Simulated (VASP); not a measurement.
# Rb4SbP3 (I4/mmm) in VASP: single point with PBE

Aim: the single point of Rb4SbP3 with PBE.

Program: VASP 6.6.1. These are calculated values, not measurements. Logs are shortened: lines on timing, memory, paths and dates and some standing lists are left out, and cuts for length are marked.

## Step 1: The cell of the first run

It takes space group I4/mmm (No. 139, tetragonal). Conventional cell: a = 7.094 Å, b = 7.094 Å, c = 14.129 Å, α = 90.00°, β = 90.00°, γ = 90.00°. Rb (site symmetry mmm) has 4 P at 3.53 to 3.55 Å and 2 Sb at 3.55 Å within 4.6 Å. Within 4.4 Å of Rb (site symmetry 4mm) lie 5 P at 3.34 to 3.55 Å and 1 Sb at 3.72 Å. Sb (site symmetry 4/mmm) has 6 Rb at 3.55 to 3.72 Å within 4.7 Å. Within 4.6 Å of P (site symmetry -4m2) lie 6 Rb at 3.53 to 3.55 Å. P (site symmetry 4/mmm) has 6 Rb at 3.34 to 3.55 Å within 4.4 Å.

## Step 2: Single point, PBE

The input, INCAR:

```
  PREC = Accurate
  ENCUT = 520
  EDIFF = 1E-6
  ISMEAR = 0
  SIGMA = 0.1
  LREAL = False
  LASPH = True
  NELM = 100
  ALGO = Normal
  ISIF = 2
  LWAVE = False
  LCHARG = False
  GGA = PE
  NBANDS = 38
```

The input, KPOINTS:

```
regular mesh
0
Gamma
  8 8 8
```

The input, POSCAR:

```
Rb4SbP3
1.0
   -3.5468769886      3.5468769886      7.0647290716
    3.5468769886     -3.5468769886      7.0647290716
    3.5468769886      3.5468769886     -7.0647290716
Rb Sb P
4 1 3
Direct
    0.5000000000      0.0000000000      0.5000000000
    0.7365521873      0.7365521873      0.0000000000
    0.0000000000      0.5000000000      0.5000000000
    0.2634478127      0.2634478127      0.0000000000
    0.0000000000      0.0000000000      0.0000000000
    0.2500000000      0.7500000000      0.5000000000
    0.5000000000      0.5000000000      0.0000000000
    0.7500000000      0.2500000000      0.5000000000
```

Potentials or basis: VASP PAW PBE potentials, release 64 (Rb_sv, Sb, P).

Run with:

```console
> cat potpaw_PBE.64/Rb_sv/POTCAR potpaw_PBE.64/Sb/POTCAR potpaw_PBE.64/P/POTCAR > POTCAR
> mpirun -np 1 vasp_std > vasp.out
```

OUTCAR:

```text
PREC = Accurate
   ENCUT = 520
   EDIFF = 1E-6
   ISMEAR = 0
   LREAL = False
   LASPH = True
   NELM = 100
   ISIF = 2
   GGA = PE

 ion  position               nearest neighbor table
   1  0.500  0.000  0.500-   6 3.53   8 3.53   7 3.55   5 3.55   7 3.55   5 3.55   4 4.87   2 4.87
                             2 4.87   4 4.87   3 5.02   3 5.02   3 5.02   3 5.02   4 5.14   2 5.14
   2  0.737  0.737  0.000-   7 3.34   8 3.55   6 3.55   6 3.55   8 3.55   5 3.72   1 4.87   3 4.87
                             1 4.87   3 4.87   4 5.03   4 5.03   4 5.03   4 5.03   3 5.14   1 5.14
   3  0.000  0.500  0.500-   6 3.53   8 3.53   7 3.55   5 3.55   5 3.55   7 3.55   4 4.87   2 4.87
                             4 4.87   2 4.87   1 5.02   1 5.02   1 5.02   1 5.02   2 5.14   4 5.14
   4  0.263  0.263  0.000-   7 3.34   6 3.55   8 3.55   6 3.55   8 3.55   5 3.72   1 4.87   3 4.87
                             3 4.87   1 4.87   2 5.03   2 5.03   2 5.03   2 5.03   3 5.14   1 5.14
   5  0.000  0.000  0.000-   1 3.55   3 3.55   3 3.55   1 3.55   2 3.72   4 3.72
   6  0.250  0.750  0.500-   1 3.53   3 3.53   2 3.55   4 3.55   4 3.55   2 3.55
   7  0.500  0.500  0.000-   2 3.34   4 3.34   3 3.55   1 3.55   1 3.55   3 3.55
   8  0.750  0.250  0.500-   1 3.53   3 3.53   2 3.55   4 3.55   4 3.55   2 3.55

  LATTYP: Found a body centered tetragonal cell.
 ALAT       =     7.0937539772
 C/A-ratio  =     1.9918167713

  Lattice vectors:

 A1 = (  -3.5468769886,   3.5468769886,   7.0647290716)
 A2 = (   3.5468769886,  -3.5468769886,   7.0647290716)
 A3 = (   3.5468769886,   3.5468769886,  -7.0647290716)

Analysis of symmetry for initial positions (statically):
=====================================================================
 Subroutine PRICEL returns:
 Original cell was already a primitive cell.

 Routine SETGRP: Setting up the symmetry group for a
 body centered tetragonal supercell.

 Subroutine GETGRP returns: Found 16 space group operations
 (whereof 16 operations were pure point group operations)
 out of a pool of 16 trial point group operations.

The static configuration has the point symmetry D_4h.

Analysis of symmetry for dynamics (positions and initial velocities):
=====================================================================
 Subroutine PRICEL returns:
 Original cell was already a primitive cell.

 Routine SETGRP: Setting up the symmetry group for a
 body centered tetragonal supercell.

 Subroutine GETGRP returns: Found 16 space group operations
 (whereof 16 operations were pure point group operations)
 out of a pool of 16 trial point group operations.

The dynamic configuration has the point symmetry D_4h.

 Subroutine INISYM returns: Found 16 space group operations
 (whereof 16 operations are pure point group operations),
 and found     1 'primitive' translations

----------------------------------------------------------------------------------------

                                     Primitive cell

  volume of cell :     355.5067

  direct lattice vectors                    reciprocal lattice vectors
    -3.546876989  3.546876989  7.064729072     0.000000000  0.140969084  0.070774122
     3.546876989 -3.546876989  7.064729072     0.140969084  0.000000000  0.070774122
     3.546876989  3.546876989 -7.064729072     0.140969084  0.140969084  0.000000000

  length of vectors
     8.664356272  8.664356272  8.664356272     0.157737944  0.157737944  0.199360390

  position of ions in fractional coordinates (direct lattice)
     0.500000000  0.000000000  0.500000000
     0.736552187  0.736552187  0.000000000
     0.000000000  0.500000000  0.500000000
     0.263447813  0.263447813  0.000000000
     0.000000000  0.000000000  0.000000000
     0.250000000  0.750000000  0.500000000
     0.500000000  0.500000000  0.000000000
     0.750000000  0.250000000  0.500000000

  ion indices of the primitive-cell ions
   primitive index   ion index
                 1           1
                 2           2
                 3           3
                 4           4
                 5           5
                 6           6
                 7           7
                 8           8

----------------------------------------------------------------------------------------

 KPOINTS: regular mesh

Automatic generation of k-mesh.
 Grid dimensions read from file:
 generate k-points for:    8    8    8

 Generating k-lattice:

  Cartesian coordinates                     Fractional coordinates (reciprocal lattice)
     0.000000000  0.017621135  0.008846765     0.125000000 -0.000000000  0.000000000
     0.017621135  0.000000000  0.008846765    -0.000000000  0.125000000  0.000000000
     0.017621135  0.017621135  0.000000000     0.000000000  0.000000000  0.125000000

  Length of vectors
     0.019717243  0.019717243  0.024920049

  Shift w.r.t. Gamma in fractional coordinates (k-lattice)
     0.000000000  0.000000000  0.000000000

 Subroutine IBZKPT returns following result:
 ===========================================

 Found     59 irreducible k-points:

 Following reciprocal coordinates:
            Coordinates               Weight
  0.000000  0.000000  0.000000      1.000000
  0.125000  0.000000  0.000000      8.000000
  0.250000  0.000000  0.000000      8.000000
  0.375000  0.000000 -0.000000      8.000000
  0.500000  0.000000  0.000000      4.000000
  0.125000  0.125000  0.000000      8.000000
[... 16 lines left out ...]
  0.250000  0.125000  0.125000     16.000000
  0.375000  0.125000  0.125000      8.000000
 [... further k-points ...]
   k-points           NKPTS =     59   k-points in BZ     NKDIM =     59   number of bands    NBANDS=     38
   number of dos      NEDOS =    301   number of ions     NIONS =      8
   total plane-waves  NPLWV = 262144
   dimension x,y,z NGX =    64 NGY =   64 NGZ =   64
   dimension x,y,z NGXF=   128 NGYF=  128 NGZF=  128
   ions per type =               4   1   3
   NGX,Y,Z   is equivalent  to a cutoff of  12.28, 12.28, 12.28 a.u.
   NGXF,Y,Z  is equivalent  to a cutoff of  24.56, 24.56, 24.56 a.u.
 SYSTEM =  unknown system
   PREC   = accura    normal or accurate (medium, high low for compatibility)
   ISTART =      0    job   : 0-new  1-cont  2-samecut
   ICHARG =      2    charge: 1-file 2-atom 10-const
   ISPIN  =      1    spin polarized calculation?
   LNONCOLLINEAR =      F non collinear calculations
   LSORBIT =      F    spin-orbit coupling
   LASPH  =      T    aspherical Exc in radial PAW
   ENCUT  =  520.0 eV  38.22 Ry    6.18 a.u.  16.11 16.11 16.11*2*pi/ulx,y,z
   NELM   =    100;   NELMIN=  2; NELMDL= -5     # of ELM steps
   EDIFF  = 0.1E-05   stopping-criterion for ELM
   LREAL  =      F    real-space projection
   EDIFFG = 0.1E-04   stopping-criterion for IOM
   NSW    =      0    number of steps for IOM
   IBRION =     -1    ionic relax: 0-MD 1-quasi-New 2-CG
   NFREE  =      0    steps in history (QN), initial steepest desc. (CG)
   ISIF   =      2    stress and relaxation
   ISYM   =      2    0-nonsym 1-usesym 2-fastsym
   POTIM  = 0.5000    time-step for ionic-motion
   TEBEG  =    0.0;   TEEND  =   0.0 temperature during run
   PSTRESS=    0.0 pullay stress
   NELECT =      56.0000    total number of electrons
   NUPDOWN=      -1.0000    fix difference up-down
   EMIN   =  10.00;   EMAX   =-10.00  energy-range for DOS
   EFERMI =   0.00;   METHOD = LEGACY
   ISMEAR =     0;   SIGMA  =   0.10  broadening in eV -4-tet -1-fermi 0-gaus
   EFERMI_NEDOS =   21; number of points for ismear=-14 and -15
   IALGO  =     38    algorithm
   IMIX   =      4    mixing-type and parameters
     AMIX     =   0.40;   BMIX     =  1.00
     AMIX_MAG =   1.60;   BMIX_MAG =  1.00
  volume/ion in A,a.u.               =      44.44       299.88
  Fermi-wavevector in a.u.,A,eV,Ry     =   0.884141  1.670784 10.635749  0.781706
  Thomas-Fermi vector in A             =   2.005001
   LORBIT       =      0    0 simple, 1 ext, 2 COOP (PROOUT), +10 PAW based schemes
   GGA     = PE    functional components
   LHFCALC =     F    Hartree Fock is set to
   AEXX    =    0.0000 exact exchange contribution
   IVDW    =     0    specifies the selected vdW correction
   LEPSILON=     F    determine dielectric tensor
   LRPA    =     F    only Hartree local field effects (RPA)
 non-spin polarized calculation
 Gauss-broadening in eV      SIGMA  =   0.10
  energy-cutoff  :      520.00
  volume of cell :      355.51
 maximum number of plane-waves:      9614
   NGX = 33   NGY = 33   NGZ = 33

 number of electron      55.9999998 magnetization

 Free energy of the ion-electron system (eV)
  ---------------------------------------------------
  ext. energy  EPLUGINS =         0.00000000
  ---------------------------------------------------
  free energy    TOTEN  =       -18.06867209 eV

  energy without entropy =      -17.86145261  energy(sigma->0) =      -17.96506235

 E-fermi :  -0.0619     XC(G=0):  -7.1458

 val. band max:       -0.0632544238   @ k =  -0.3750   0.5000   0.1250
 cond. band min:      -0.0617215525   @ k =   0.2500   0.2500   0.1250
 fundamental gap:      0.0015328713
 Fermi energy:        -0.0619008846

 k-point     1 :       0.0000    0.0000    0.0000
  band No.  band energies     occupation
      1     -26.1479      2.00000
      2     -26.1438      2.00000
      3     -26.0867      2.00000
      4     -26.0836      2.00000
      5     -10.3900      2.00000
      6     -10.3900      2.00000
[... 30 lines left out ...]
     37       5.1259      0.00000
     38       5.2098      0.00000

 k-point     2 :       0.1250    0.0000    0.0000
  band No.  band energies     occupation
      1     -26.1477      2.00000
      2     -26.1439      2.00000
      3     -26.0866      2.00000
      4     -26.0838      2.00000
      5     -10.4115      2.00000
      6     -10.3889      2.00000
[... 30 lines left out ...]
     37       5.0897      0.00000
     38       5.2849      0.00000
[... 859 lines left out ...]
     37       5.2348      0.00000
     38       5.7251      0.00000

 k-point    24 :       0.3750    0.1250    0.1250
  band No.  band energies     occupation
      1     -26.1457      2.00000
      2     -26.1457      2.00000
      3     -26.0853      2.00000
      4     -26.0852      2.00000
      5     -10.5327      2.00000
      6     -10.4613      2.00000
[... 30 lines left out ...]
     37       5.4039      0.00000
     38       5.5660      0.00000

 [... further k-points ...]

------------------------ aborting loop because EDIFF is reached ----------------------------------------

  FORCE on cell =-STRESS in cart. coord.  units (eV):
  Direction    XX          YY          ZZ          XY          YZ          ZX
  --------------------------------------------------------------------------------------
  -------------------------------------------------------------------------------------
  Total       -0.0227496     -0.0227496     -0.0186713      0.0000000      0.0000000      0.0000000
  in kB       -0.1025267     -0.1025267     -0.0841469      0.0000000      0.0000000      0.0000000
  external PRESSURE =      -0.0964001 kB  Pullay stress =       0.0000000 kB

 VOLUME and BASIS-vectors are now :
 -----------------------------------------------------------------------------
  energy-cutoff  :      520.00
  volume of cell :      355.51
      direct lattice vectors                 reciprocal lattice vectors
    -3.546876989  3.546876989  7.064729072     0.000000000  0.140969084  0.070774122
     3.546876989 -3.546876989  7.064729072     0.140969084  0.000000000  0.070774122
     3.546876989  3.546876989 -7.064729072     0.140969084  0.140969084  0.000000000

 POSITION                                       TOTAL-FORCE (eV/Angst)
 -----------------------------------------------------------------------------------
      0.00000      3.54688      0.00000        -0.000000     -0.000000     -0.000000
      0.00000      0.00000     10.40708         0.000000      0.000000      0.000197
      3.54688      0.00000      0.00000        -0.000000     -0.000000     -0.000000
      0.00000      0.00000      3.72237        -0.000000     -0.000000     -0.000197
      0.00000      0.00000      0.00000        -0.000000     -0.000000     -0.000000
      3.54688     -0.00000      3.53236        -0.000000     -0.000000      0.000000
      0.00000      0.00000      7.06473        -0.000000     -0.000000     -0.000000
     -0.00000      3.54688      3.53236        -0.000000     -0.000000      0.000000
 -----------------------------------------------------------------------------------
    total drift:                               -0.000000     -0.000000      0.000000

  FREE ENERGIE OF THE ION-ELECTRON SYSTEM (eV)
  ---------------------------------------------------
  free  energy   TOTEN  =       -18.0686720949 eV

  energy  without entropy=      -17.8614526106  energy(sigma->0) =      -17.96506235
```

It took 57 min on 1 thread of Intel Xeon 8259CL, shared host; peak memory 1.1 GiB.

Results:

- Free energy: -18.0687 eV
- Pressure: 0.0 GPa
- Band gap on the k mesh: zero (bands 28 and 29 overlap by 0.22 eV)

Caveat: spin-orbit coupling is left out, which moves the levels of the heavy elements.
